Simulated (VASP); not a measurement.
Wanted: the native input for a VASP 6.6.1 run.

```yaml
Task: relaxation of cell and atoms
Functional: PBE
Potentials_or_basis: VASP PAW PBE potentials, release 64 (Ga_d, N)
Cutoff: 600 eV
k_mesh: 12 × 12 × 7
Occupations: fermi-dirac, width 0.1 eV
Spin: no spin polarisation
Target_pressure: 91 GPa
Dipole_correction: no
Further_INCAR_settings: ALGO = Normal; EDIFF = 1e-06; IBRION = 2; EDIFFG = -0.005; NSW = 60; ISIF = 3
```

The structure of GaN (NiAs type) lies in POSCAR:

```
GaN
1.0
    2.8271850365      0.0000000000      0.0000000000
   -1.4135925183      2.4484140628      0.0000000000
    0.0000000000      0.0000000000      4.3821368066
Ga N
2 2
Direct
    0.0000000000      0.0000000000      0.0000000000
    0.0000000000      0.0000000000      0.5000000000
    0.3333333333      0.6666666667      0.2500000000
    0.6666666667      0.3333333333      0.7500000000
```

The input as run:

INCAR

```
SYSTEM = GaN
PREC = Accurate
ENCUT = 600
EDIFF = 1E-6
ISMEAR = -1
SIGMA = 0.1
LREAL = .False.
LASPH = .True.
NELM = 80
ALGO = Normal
ISIF = 3
LWAVE = .False.
LCHARG = .False.
GGA = PE
IBRION = 2
NSW = 60
EDIFFG = -0.005
PSTRESS = 910.0
```

KPOINTS

```
regular mesh
0
Gamma
  12 12 7
  0 0 0
```

Potentials or basis: VASP PAW PBE potentials, release 64 (Ga_d, N).

Run with:

```console
$ cat potpaw_PBE.64/Ga_d/POTCAR potpaw_PBE.64/N/POTCAR > POTCAR
$ mpirun -np 1 vasp_std > vasp.out
```

Results of the run:

```
Relaxed volume                                         : 7.72 Å³/atom
Relaxed cell                                           : a = 2.741 Å, b = 2.741 Å, c = 4.745 Å, α = 90.00°, β = 90.00°, γ = 120.00°
Space group after relaxing (to 0.05 Å)                 : P6_3/mmc (No. 194)
Energy change on relaxing (the enthalpy is what falls) : -238.9 meV/atom
Ionic steps                                            : 9
Pressure after relaxing                                : 91.1 GPa
Band gap on the k mesh                                 : 2.52 eV, indirect (least direct gap 4.34 eV)
```

Caveat: the cell is relaxed towards a set pressure, so the enthalpy falls and the energy may rise.

Wall time 4.3 min on 1 thread of Intel(R) Xeon(R) Platinum 8375C CPU @ 2.90GHz (Ice Lake) (shared host), peak memory 0.2 GiB.
